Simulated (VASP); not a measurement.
# Ag in VASP: single point with PBE

Aim: the single point of Ag with PBE.

Everything below comes from runs of VASP 6.6.1. Logs are shortened: lines on timing, memory, paths and dates and some standing lists are left out, and cuts for length are marked.

## (1) The cell of the first run

The cell holds a slab with vacuum, 12 atoms: a = 5.865 Å, b = 5.865 Å, c = 22.789 Å, α = 90.00°, β = 90.00°, γ = 120.00°.

## (2) Single point, PBE

File INCAR:

```
PREC     = Accurate       # precision mode
ENCUT    = 520            # plane-wave cutoff, eV
EDIFF    = 1E-6           # SCF threshold, eV
ISMEAR   = 0              # smearing method
SIGMA    = 0.1            # smearing width, eV
LREAL    = False          # projectors in reciprocal space
LASPH    = True           # aspherical terms in the spheres
NELM     = 100            # most SCF steps
ALGO     = Normal         # electronic algorithm
ISIF     = 2              # what is computed and relaxed
LWAVE    = False          # write WAVECAR
LCHARG   = False          # write CHGCAR
LDIPOL   = True         
IDIPOL   = 3            
DIPOL    = 0.5 0.5 0.454
GGA      = PE             # functional
NBANDS   = 78             # bands
```

File KPOINTS:

```
Automatic mesh
0
Gamma
  4 4 1
```

File POSCAR:

```
Ag
1.0
    5.8650143192      0.0000000000      0.0000000000
   -2.9325071596      5.0792513940      0.0000000000
    0.0000000000      0.0000000000     22.7887641388
Ag
12
Direct
    0.3333333333      0.1666666667      0.3510501908
    0.3333333333      0.6666666667      0.3510501908
    0.8333333333      0.1666666667      0.3510501908
    0.8333333333      0.6666666667      0.3510501908
    0.6666561870      0.3335492171      0.4541393667
    0.6672799169      0.8341950513      0.4541985610
    0.1665200884      0.3332589954      0.4540874126
    0.1667148546      0.8342182556      0.4541836682
    0.0003469153      0.5011577923      0.5569748492
    0.0002777701      0.0009401837      0.5575725925
    0.5002920339      0.5010663153      0.5570223268
    0.4999664222      0.0003603809      0.5573377767
```

Potentials or basis: VASP PAW PBE potentials, release 64 (Ag).

On the command line:

```console
$ cat potpaw_PBE.64/Ag/POTCAR > POTCAR
$ mpirun -np 1 vasp_std > vasp.out
```

OUTCAR:

```text
PREC = Accurate
   ENCUT = 520
   EDIFF = 1E-6
   ISMEAR = 0
   LREAL = False
   LASPH = True
   NELM = 100
   ISIF = 2
   GGA = PE

 ion  position               nearest neighbor table
   1  0.333  0.167  0.351-   8 2.89   7 2.90   5 2.90   3 2.93   3 2.93   2 2.93   2 2.93   4 2.93
                             4 2.93
   2  0.333  0.667  0.351-   7 2.90   6 2.90   8 2.90   4 2.93   4 2.93   3 2.93   1 2.93   1 2.93
                             3 2.93
   3  0.833  0.167  0.351-   6 2.89   7 2.89   5 2.90   1 2.93   1 2.93   2 2.93   4 2.93   4 2.93
                             2 2.93
   4  0.833  0.667  0.351-   5 2.90   8 2.90   6 2.90   2 2.93   2 2.93   1 2.93   3 2.93   3 2.93
                             1 2.93
   5  0.667  0.334  0.454-   9 2.89  11 2.89   4 2.90   1 2.90   3 2.90  12 2.90   8 2.93   6 2.93
                             7 2.93   7 2.93   6 2.93   8 2.93
   6  0.667  0.834  0.454-  11 2.89   3 2.89  12 2.90   4 2.90   2 2.90  10 2.90   7 2.93   8 2.93
                             5 2.93   5 2.93   8 2.94   7 2.94
   7  0.167  0.333  0.454-  11 2.89   9 2.89   3 2.89   1 2.90   2 2.90  10 2.90   8 2.93   6 2.93
                             5 2.93   5 2.93   6 2.94   8 2.94
   8  0.167  0.834  0.454-   9 2.89   1 2.89  12 2.90   4 2.90   2 2.90  10 2.90   7 2.93   6 2.93
                             5 2.93   5 2.93   6 2.94   7 2.94
   9  0.000  0.501  0.557-   8 2.89   5 2.89   7 2.89  12 2.93  10 2.93  11 2.93  11 2.93  10 2.93
                            12 2.94
  10  0.000  0.001  0.558-   6 2.90   7 2.90   8 2.90   9 2.93  11 2.93  12 2.93  12 2.93  11 2.93
                             9 2.93
  11  0.500  0.501  0.557-   6 2.89   5 2.89   7 2.89  12 2.93  10 2.93   9 2.93   9 2.93  10 2.93
                            12 2.94
  12  0.500  0.000  0.557-   8 2.90   6 2.90   5 2.90   9 2.93  11 2.93  10 2.93  10 2.93  11 2.94
                             9 2.94

  LATTYP: Found a hexagonal cell.
 ALAT       =     5.8650143192
 C/A-ratio  =     3.8855427964

  Lattice vectors:

 A1 = (   5.8650143192,   0.0000000000,   0.0000000000)
 A2 = (  -2.9325071596,   5.0792513940,   0.0000000000)
 A3 = (   0.0000000000,   0.0000000000,  22.7887641388)

Analysis of symmetry for initial positions (statically):
=====================================================================
 Subroutine PRICEL returns:
 Original cell was already a primitive cell.

 Routine SETGRP: Setting up the symmetry group for a
 hexagonal supercell.

 Subroutine GETGRP returns: Found  1 space group operations
 (whereof  1 operations were pure point group operations)
 out of a pool of 24 trial point group operations.

The static configuration has the point symmetry C_1 .

Analysis of symmetry for dynamics (positions and initial velocities):
=====================================================================
 Subroutine PRICEL returns:
 Original cell was already a primitive cell.

 Routine SETGRP: Setting up the symmetry group for a
 hexagonal supercell.

 Subroutine GETGRP returns: Found  1 space group operations
 (whereof  1 operations were pure point group operations)
 out of a pool of 24 trial point group operations.

The dynamic configuration has the point symmetry C_1 .

 Subroutine INISYM returns: Found  1 space group operations
 (whereof  1 operations are pure point group operations),
 and found     1 'primitive' translations

----------------------------------------------------------------------------------------

                                     Primitive cell

  volume of cell :     678.8746

  direct lattice vectors                    reciprocal lattice vectors
     5.865014319  0.000000000  0.000000000     0.170502568  0.098439703  0.000000000
    -2.932507160  5.079251394  0.000000000     0.000000000  0.196879407  0.000000000
     0.000000000  0.000000000 22.788764139     0.000000000  0.000000000  0.043881274

  length of vectors
     5.865014319  5.865014319 22.788764139     0.196879407  0.196879407  0.043881274

  position of ions in fractional coordinates (direct lattice)
     0.333333333  0.166666667  0.351050191
     0.333333333  0.666666667  0.351050191
     0.833333333  0.166666667  0.351050191
     0.833333333  0.666666667  0.351050191
     0.666656187  0.333549217  0.454139367
     0.667279917  0.834195051  0.454198561
     0.166520088  0.333258995  0.454087413
     0.166714855  0.834218256  0.454183668
     0.000346915  0.501157792  0.556974849
     0.000277770  0.000940184  0.557572593
     0.500292034  0.501066315  0.557022327
[... 41 lines left out ...]
 Found     10 irreducible k-points:

 Following reciprocal coordinates:
            Coordinates               Weight
  0.000000  0.000000  0.000000      1.000000
  0.250000  0.000000  0.000000      2.000000
  0.000000  0.250000  0.000000      2.000000
 -0.250000  0.250000  0.000000      2.000000
  0.500000  0.000000  0.000000      1.000000
  0.000000  0.500000  0.000000      1.000000
  0.500000  0.500000  0.000000      1.000000
  0.250000  0.250000  0.000000      2.000000
 -0.250000  0.500000  0.000000      2.000000
  0.500000  0.250000  0.000000      2.000000
   k-points           NKPTS =     10   k-points in BZ     NKDIM =     10   number of bands    NBANDS=     78
   number of dos      NEDOS =    301   number of ions     NIONS =     12
   total plane-waves  NPLWV = 414720
   dimension x,y,z NGX =    48 NGY =   48 NGZ =  180
   dimension x,y,z NGXF=    96 NGYF=   96 NGZF=  360
   ions per type =              12
   NGX,Y,Z   is equivalent  to a cutoff of  13.61, 13.61, 13.13 a.u.
   NGXF,Y,Z  is equivalent  to a cutoff of  27.21, 27.21, 26.26 a.u.
 SYSTEM =  unknown system
   PREC   = accura    normal or accurate (medium, high low for compatibility)
   ISTART =      0    job   : 0-new  1-cont  2-samecut
   ICHARG =      2    charge: 1-file 2-atom 10-const
   ISPIN  =      1    spin polarized calculation?
   LNONCOLLINEAR =      F non collinear calculations
   LSORBIT =      F    spin-orbit coupling
   LASPH  =      T    aspherical Exc in radial PAW
   ENCUT  =  520.0 eV  38.22 Ry    6.18 a.u.  10.91 10.91 42.37*2*pi/ulx,y,z
   NELM   =    100;   NELMIN=  2; NELMDL= -5     # of ELM steps
   EDIFF  = 0.1E-05   stopping-criterion for ELM
   LREAL  =      F    real-space projection
   EDIFFG = 0.1E-04   stopping-criterion for IOM
   NSW    =      0    number of steps for IOM
   IBRION =     -1    ionic relax: 0-MD 1-quasi-New 2-CG
   NFREE  =      0    steps in history (QN), initial steepest desc. (CG)
   ISIF   =      2    stress and relaxation
   ISYM   =      2    0-nonsym 1-usesym 2-fastsym
   POTIM  = 0.5000    time-step for ionic-motion
   TEBEG  =    0.0;   TEEND  =   0.0 temperature during run
   PSTRESS=    0.0 pullay stress
   NELECT =     132.0000    total number of electrons
   NUPDOWN=      -1.0000    fix difference up-down
   EMIN   =  10.00;   EMAX   =-10.00  energy-range for DOS
   EFERMI =   0.00;   METHOD = LEGACY
   ISMEAR =     0;   SIGMA  =   0.10  broadening in eV -4-tet -1-fermi 0-gaus
   EFERMI_NEDOS =   21; number of points for ismear=-14 and -15
   IALGO  =     38    algorithm
   IMIX   =      4    mixing-type and parameters
     AMIX     =   0.40;   BMIX     =  1.00
     AMIX_MAG =   1.60;   BMIX_MAG =  1.00
  volume/ion in A,a.u.               =      56.57       381.77
  Fermi-wavevector in a.u.,A,eV,Ry     =   0.948425  1.792263 12.238574  0.899510
  Thomas-Fermi vector in A             =   2.076612
   LORBIT       =      0    0 simple, 1 ext, 2 COOP (PROOUT), +10 PAW based schemes
   GGA     = PE    functional components
   LHFCALC =     F    Hartree Fock is set to
   AEXX    =    0.0000 exact exchange contribution
   IVDW    =     0    specifies the selected vdW correction
   LEPSILON=     F    determine dielectric tensor
   LRPA    =     F    only Hartree local field effects (RPA)
 non-spin polarized calculation
 Gauss-broadening in eV      SIGMA  =   0.10
  energy-cutoff  :      520.00
  volume of cell :      678.87
 maximum number of plane-waves:     18308
 NGX is ok and might be reduce to    48
   NGX = 21   NGY = 21   NGZ = 85

 dipolmoment           0.000000      0.000000      0.000024 electrons x Angstroem

 number of electron     132.0000072 magnetization

 dipolmoment           0.000000      0.000000     -0.000048 electrons x Angstroem

 Free energy of the ion-electron system (eV)
  ---------------------------------------------------
  ext. energy  EPLUGINS =         0.00000000
  ---------------------------------------------------
  free energy    TOTEN  =       -29.68476018 eV

  energy without entropy =      -29.62191054  energy(sigma->0) =      -29.65333536

 E-fermi :  -0.5624     XC(G=0):  -4.4596

 val. band max:       -0.5780641349   @ k =   0.0000   0.2500   0.0000
 cond. band min:      -0.5331043938   @ k =   0.5000   0.2500   0.0000
 fundamental gap:      0.0449597411
 Fermi energy:        -0.5623681086

 k-point     1 :       0.0000    0.0000    0.0000
  band No.  band energies     occupation
      1      -7.4284      2.00000
      2      -6.4889      2.00000
      3      -6.4677      2.00000
      4      -6.4675      2.00000
      5      -6.4670      2.00000
      6      -6.3492      2.00000
[... 799 lines left out ...]
     77       4.4586      0.00000
     78       5.0133      0.00000

------------------------ aborting loop because EDIFF is reached ----------------------------------------

 vacuum level on the upper side and lower side of the slab       (xc-potential included)        -0.120        -0.122

  FORCE on cell =-STRESS in cart. coord.  units (eV):
  Direction    XX          YY          ZZ          XY          YZ          ZX
  --------------------------------------------------------------------------------------
  -------------------------------------------------------------------------------------
  Total       -1.7713001     -1.7515543     -0.0223798      0.0028068     -0.0237152      0.0067403
  in kB       -4.1803550     -4.1337541     -0.0528174      0.0066243     -0.0559690      0.0159074
  external PRESSURE =      -2.7889755 kB  Pullay stress =       0.0000000 kB

 VOLUME and BASIS-vectors are now :
 -----------------------------------------------------------------------------
  energy-cutoff  :      520.00
  volume of cell :      678.87
      direct lattice vectors                 reciprocal lattice vectors
     5.865014319  0.000000000  0.000000000     0.170502568  0.098439703  0.000000000
    -2.932507160  5.079251394  0.000000000     0.000000000  0.196879407  0.000000000
     0.000000000  0.000000000 22.788764139     0.000000000  0.000000000  0.043881274

 POSITION                                       TOTAL-FORCE (eV/Angst)
 -----------------------------------------------------------------------------------
      1.46625      0.84654      8.00000         0.000907      0.000784     -0.006567
     -0.00000      3.38617      8.00000        -0.000138      0.003108      0.002207
      4.39876      0.84654      8.00000        -0.001702      0.000464     -0.006087
      2.93251      3.38617      8.00000        -0.000589      0.001323     -0.001310
      2.93181      1.69418     10.34927        -0.000179      0.003500     -0.004907
      1.46732      4.23709     10.35062        -0.009812     -0.009831     -0.003069
     -0.00064      1.69271     10.34809         0.000173      0.015327      0.003488
     -1.46857      4.23720     10.35028         0.009813     -0.009632     -0.003032
     -1.46761      2.54551     12.69277        -0.000710     -0.010630      0.019340
     -0.00113      0.00478     12.70639        -0.000576      0.002666     -0.014615
      1.46484      2.54504     12.69385         0.001993     -0.008831      0.016269
      2.93125      0.00183     12.70104         0.000820      0.011751     -0.001716
 -----------------------------------------------------------------------------------
    total drift:                                0.000266     -0.000939      0.000716

  FREE ENERGIE OF THE ION-ELECTRON SYSTEM (eV)
  ---------------------------------------------------
  free  energy   TOTEN  =       -29.6847601841 eV

  energy  without entropy=      -29.6219105379  energy(sigma->0) =      -29.65333536

 vacuum level on the upper side and lower side of the slab         3.788         3.786
```

Run time: 27 min. Hardware: 1 thread of Intel Xeon 8259CL, shared host; peak memory 0.97 GiB.

What came out:

| Property | Result |
| --- | --- |
| Free energy | -29.6848 eV |
| Largest force | 0.022 eV/Å |
| Band gap on the k mesh | zero (bands 66 and 67 overlap by 0.44 eV) |

Forces on the atoms (eV/Å):
```
Ag   0.001  0.001 -0.007
Ag   0.000  0.003  0.002
Ag  -0.002  0.000 -0.006
Ag  -0.001  0.001 -0.001
Ag   0.000  0.004 -0.005
Ag  -0.010 -0.010 -0.003
Ag   0.000  0.015  0.003
Ag   0.010 -0.010 -0.003
Ag  -0.001 -0.011  0.019
Ag  -0.001  0.003 -0.015
Ag   0.002 -0.009  0.016
Ag   0.001  0.012 -0.002
```

The gap in the log of VASP goes by the Fermi energy; the results here count the filled bands.